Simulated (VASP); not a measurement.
# NaCl (F-43m) in VASP: a series of runs

The runs below take NaCl through single point, with PBE.

Everything below comes from runs of VASP 6.6.1. Logs are shortened: lines on timing, memory, paths and dates and some standing lists are left out, and cuts for length are marked.

### 1 The cell of the first run

The structure is cubic, space group F-43m (No. 216). Conventional cell: a = 6.276 Å, b = 6.276 Å, c = 6.276 Å, α = 90.00°, β = 90.00°, γ = 90.00°. Within 3.6 Å of Na (site symmetry -43m) lie 4 Cl at 2.72 Å. Within 3.6 Å of Cl (site symmetry -43m) lie 4 Na at 2.72 Å.

### 2 Single point, PBE (volume changed by +5%)

INCAR reads:

```
SYSTEM = NaCl
  PREC = Accurate
  ENCUT = 520
  EDIFF = 1E-6
  ISMEAR = 0
  SIGMA = 0.01
  LREAL = .FALSE.
  LASPH = .TRUE.
  NELM = 80
  ALGO = Normal
  ISIF = 2
  LWAVE = .FALSE.
  LCHARG = .TRUE.
  GGA = PE
  LELF = .TRUE.
  LVHAR = .TRUE.
  NBANDS = 14
```

KPOINTS reads:

```
Automatic mesh
0
G
  4 4 4
  0 0 0
```

POSCAR reads:

```
NaCl
1.0
    0.0000000000      3.1378928241      3.1378928241
    3.1378928241      0.0000000000      3.1378928241
    3.1378928241      3.1378928241      0.0000000000
Na Cl
1 1
Direct
    0.0000000000      0.0000000000      0.0000000000
    0.2500000000      0.2500000000      0.2500000000
```

Potentials or basis: VASP PAW PBE potentials, release 64 (Na_pv, Cl).

Started as:

```console
cat potpaw_PBE.64/Na_pv/POTCAR potpaw_PBE.64/Cl/POTCAR > POTCAR
mpirun -np 1 vasp_std > vasp.out
```

OUTCAR:

```text
SYSTEM = NaCl
   PREC = Accurate
   ENCUT = 520
   EDIFF = 1E-6
   ISMEAR = 0
   LREAL = .FALSE.
   LASPH = .TRUE.
   NELM = 80
   ISIF = 2
   GGA = PE

 ion  position               nearest neighbor table
   1  0.000  0.000  0.000-   2 2.72   2 2.72   2 2.72   2 2.72
   2  0.250  0.250  0.250-   1 2.72   1 2.72   1 2.72   1 2.72

  LATTYP: Found a face centered cubic cell.
 ALAT       =     6.2757856482

  Lattice vectors:

 A1 = (   0.0000000000,   3.1378928241,   3.1378928241)
 A2 = (   3.1378928241,   0.0000000000,   3.1378928241)
 A3 = (   3.1378928241,   3.1378928241,   0.0000000000)

Analysis of symmetry for initial positions (statically):
=====================================================================
 Subroutine PRICEL returns:
 Original cell was already a primitive cell.

 Routine SETGRP: Setting up the symmetry group for a
 face centered cubic supercell.

 Subroutine GETGRP returns: Found 24 space group operations
 (whereof 24 operations were pure point group operations)
 out of a pool of 48 trial point group operations.

The static configuration has the point symmetry T_d .

Analysis of symmetry for dynamics (positions and initial velocities):
=====================================================================
 Subroutine PRICEL returns:
 Original cell was already a primitive cell.

 Routine SETGRP: Setting up the symmetry group for a
 face centered cubic supercell.

 Subroutine GETGRP returns: Found 24 space group operations
 (whereof 24 operations were pure point group operations)
 out of a pool of 48 trial point group operations.

The dynamic configuration has the point symmetry T_d .

 Subroutine INISYM returns: Found 24 space group operations
 (whereof 24 operations are pure point group operations),
 and found     1 'primitive' translations

----------------------------------------------------------------------------------------

                                     Primitive cell

  volume of cell :      61.7937

  direct lattice vectors                    reciprocal lattice vectors
     0.000000000  3.137892824  3.137892824    -0.159342600  0.159342600  0.159342600
     3.137892824  0.000000000  3.137892824     0.159342600 -0.159342600  0.159342600
     3.137892824  3.137892824  0.000000000     0.159342600  0.159342600 -0.159342600

  length of vectors
     4.437650589  4.437650589  4.437650589     0.275989478  0.275989478  0.275989478

  position of ions in fractional coordinates (direct lattice)
[... 71 lines left out ...]
   TEBEG  =    0.0;   TEEND  =   0.0 temperature during run
   PSTRESS=    0.0 pullay stress
   NELECT =      14.0000    total number of electrons
   NUPDOWN=      -1.0000    fix difference up-down
   EMIN   =  10.00;   EMAX   =-10.00  energy-range for DOS
   EFERMI =   0.00;   METHOD = LEGACY
   ISMEAR =     0;   SIGMA  =   0.01  broadening in eV -4-tet -1-fermi 0-gaus
   EFERMI_NEDOS =   21; number of points for ismear=-14 and -15
   IALGO  =     38    algorithm
   IMIX   =      4    mixing-type and parameters
     AMIX     =   0.40;   BMIX     =  1.00
     AMIX_MAG =   1.60;   BMIX_MAG =  1.00
  volume/ion in A,a.u.               =      30.90       208.50
  Fermi-wavevector in a.u.,A,eV,Ry     =   0.998013  1.885971 13.551802  0.996029
  Thomas-Fermi vector in A             =   2.130208
   LORBIT       =      0    0 simple, 1 ext, 2 COOP (PROOUT), +10 PAW based schemes
   GGA     = PE    functional components
   LHFCALC =     F    Hartree Fock is set to
   AEXX    =    0.0000 exact exchange contribution
   IVDW    =     0    specifies the selected vdW correction
   LEPSILON=     F    determine dielectric tensor
   LRPA    =     F    only Hartree local field effects (RPA)
 non-spin polarized calculation
 Gauss-broadening in eV      SIGMA  =   0.01
  energy-cutoff  :      520.00
  volume of cell :       61.79
 maximum number of plane-waves:      1687
 NGX is ok and might be reduce to    36
   NGX = 17   NGY = 17   NGZ = 17

 number of electron      14.0000010 magnetization

 Free energy of the ion-electron system (eV)
  ---------------------------------------------------
  ext. energy  EPLUGINS =         0.00000000
  ---------------------------------------------------
  free energy    TOTEN  =        -6.64244397 eV

  energy without entropy =       -6.64244397  energy(sigma->0) =       -6.64244397

 E-fermi :  -2.5151     XC(G=0):  -6.6779

 val. band max:       -2.5809031628   @ k =   0.0000   0.0000   0.0000
 cond. band min:       2.2437575624   @ k =   0.0000   0.0000   0.0000
 fundamental gap:      4.8246607252
 Fermi energy:        -2.5151405092

 k-point     1 :       0.0000    0.0000    0.0000
  band No.  band energies     occupation
      1     -23.3068      2.00000
      2     -23.3068      2.00000
      3     -23.3068      2.00000
      4     -14.6480      2.00000
      5      -2.5809      2.00000
      6      -2.5809      2.00000
      7      -2.5809      2.00000
      8       2.2438      0.00000
      9       8.4857      0.00000
     10       8.4857      0.00000
     11       8.4857      0.00000
     12      10.2811      0.00000
     13      10.2811      0.00000
     14      12.5505      0.00000
[... 105 lines left out ...]
      1     -23.3174      2.00000
      2     -23.3112      2.00000
      3     -23.3098      2.00000
      4     -14.4841      2.00000
      5      -3.2153      2.00000
      6      -3.1539      2.00000
      7      -2.9013      2.00000
      8       5.2053      0.00000
      9       6.8832      0.00000
     10       7.1678      0.00000
     11       7.8234      0.00000
     12      11.2338      0.00000
     13      11.4948      0.00000
     14      12.3368      0.00000

------------------------ aborting loop because EDIFF is reached ----------------------------------------

  FORCE on cell =-STRESS in cart. coord.  units (eV):
  Direction    XX          YY          ZZ          XY          YZ          ZX
  --------------------------------------------------------------------------------------
  -------------------------------------------------------------------------------------
  Total       -0.0698146     -0.0698146     -0.0698146      0.0000000      0.0000000      0.0000000
  in kB       -1.8101426     -1.8101426     -1.8101426      0.0000000      0.0000000      0.0000000
  external PRESSURE =      -1.8101426 kB  Pullay stress =       0.0000000 kB

 VOLUME and BASIS-vectors are now :
 -----------------------------------------------------------------------------
  energy-cutoff  :      520.00
  volume of cell :       61.79
      direct lattice vectors                 reciprocal lattice vectors
     0.000000000  3.137892824  3.137892824    -0.159342600  0.159342600  0.159342600
     3.137892824  0.000000000  3.137892824     0.159342600 -0.159342600  0.159342600
     3.137892824  3.137892824  0.000000000     0.159342600  0.159342600 -0.159342600

 POSITION                                       TOTAL-FORCE (eV/Angst)
 -----------------------------------------------------------------------------------
      0.00000      0.00000      0.00000         0.000000      0.000000      0.000000
      1.56895      1.56895      1.56895        -0.000000     -0.000000     -0.000000
 -----------------------------------------------------------------------------------
    total drift:                                0.000001      0.000001      0.000001

  FREE ENERGIE OF THE ION-ELECTRON SYSTEM (eV)
  ---------------------------------------------------
  free  energy   TOTEN  =        -6.6424439667 eV

  energy  without entropy=       -6.6424439667  energy(sigma->0) =       -6.64244397
```

OSZICAR:

```text
N       E                     dE             d eps       ncg     rms          rms(c)
DAV:   1     0.972426492852E+02    0.97243E+02   -0.65967E+03   224   0.929E+02
DAV:   2     0.292860249155E+01   -0.94314E+02   -0.87188E+02   236   0.248E+02
DAV:   3    -0.678239921169E+01   -0.97110E+01   -0.96650E+01   296   0.744E+01
DAV:   4    -0.695404938513E+01   -0.17165E+00   -0.17158E+00   254   0.111E+01
DAV:   5    -0.695813113476E+01   -0.40817E-02   -0.40816E-02   290   0.172E+00    0.235E+00
DAV:   6    -0.664209888596E+01    0.31603E+00   -0.57409E-01   272   0.370E+00    0.172E+00
DAV:   7    -0.662463178937E+01    0.17467E-01   -0.12604E-01   292   0.174E+00    0.116E+00
DAV:   8    -0.664090673374E+01   -0.16275E-01   -0.13604E-02   242   0.863E-01    0.259E-01
DAV:   9    -0.664123560803E+01   -0.32887E-03   -0.34222E-04   290   0.132E-01    0.164E-01
DAV:  10    -0.664244094139E+01   -0.12053E-02   -0.14737E-03   236   0.220E-01    0.696E-02
DAV:  11    -0.664243249364E+01    0.84478E-05   -0.14169E-05   298   0.396E-02    0.263E-02
DAV:  12    -0.664244295076E+01   -0.10457E-04   -0.14165E-05   266   0.298E-02    0.379E-03
DAV:  13    -0.664244409216E+01   -0.11414E-05   -0.14520E-06   278   0.696E-03    0.119E-03
DAV:  14    -0.664244396673E+01    0.12544E-06   -0.73054E-08   282   0.155E-03
   1 F= -.66424440E+01 E0= -.66424440E+01  d E =-.436609E-22
```

Run time: 17 s. Hardware: 1 thread of Intel Xeon Platinum 8488C (Sapphire Rapids), shared host; peak memory 0.19 GiB.

What came out:

| Item | Value |
| --- | --- |
| Free energy | -6.6424 eV |
| Pressure | -0.2 GPa |
| Band gap on the k mesh | 4.82 eV, direct |

Caveat: the k points lie up to 0.43 Å⁻¹ apart.

(Part 1 of 2 ends here.)
